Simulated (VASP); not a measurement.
Set up this calculation in VASP 6.6.1, as the native input.

| Quantity | Value |
| --- | --- |
| Task | single point |
| Functional | PBE |
| Potentials or basis | VASP PAW PBE potentials, release 64 (As) |
| Cutoff | 520 eV |
| k mesh | 13 × 13 × 13 |
| Occupations | fermi-dirac, width 0.136057 eV |
| Spin | no spin polarisation |
| Dipole correction | no |
| Further INCAR settings | ALGO = Normal; EDIFF = 1e-06; NBANDS = 8 |

The structure of As lies in POSCAR:

```
As
1.0
    0.0000000000      2.1328544389      2.1328544389
    2.1328544389      0.0000000000      2.1328544389
    2.1328544389      2.1328544389      0.0000000000
As
1
Direct
    0.0000000000      0.0000000000      0.0000000000
```

The input as run:

INCAR

```
ALGO     = Normal         # electronic algorithm
EDIFF    = 1E-6           # SCF threshold, eV
ENCUT    = 520            # plane-wave cutoff, eV
GGA      = PE             # functional
ISIF     = 2              # what is computed and relaxed
ISMEAR   = -1             # smearing method
LASPH    = T              # aspherical terms in the spheres
LCHARG   = T              # write CHGCAR
LELF     = T              # ELF
LREAL    = F              # projectors in reciprocal space
LVHAR    = T            
LWAVE    = F              # write WAVECAR
NBANDS   = 8              # bands
NELM     = 100            # most SCF steps
PREC     = Accurate       # precision mode
SIGMA    = 0.13605693000000002 # smearing width, eV
```

KPOINTS

```
k-points
0
Gamma
  13 13 13
```

Potentials or basis: VASP PAW PBE potentials, release 64 (As).

Run with:

```bash
$ cat potpaw_PBE.64/As/POTCAR > POTCAR
$ mpirun -np 1 vasp_std > vasp.out
```

Results of the run:

```
Pressure : -0.1 GPa
```

Run time: 22 s on 1 thread of Intel Xeon 6975P-C (shared host), peak memory 0.11 GiB.
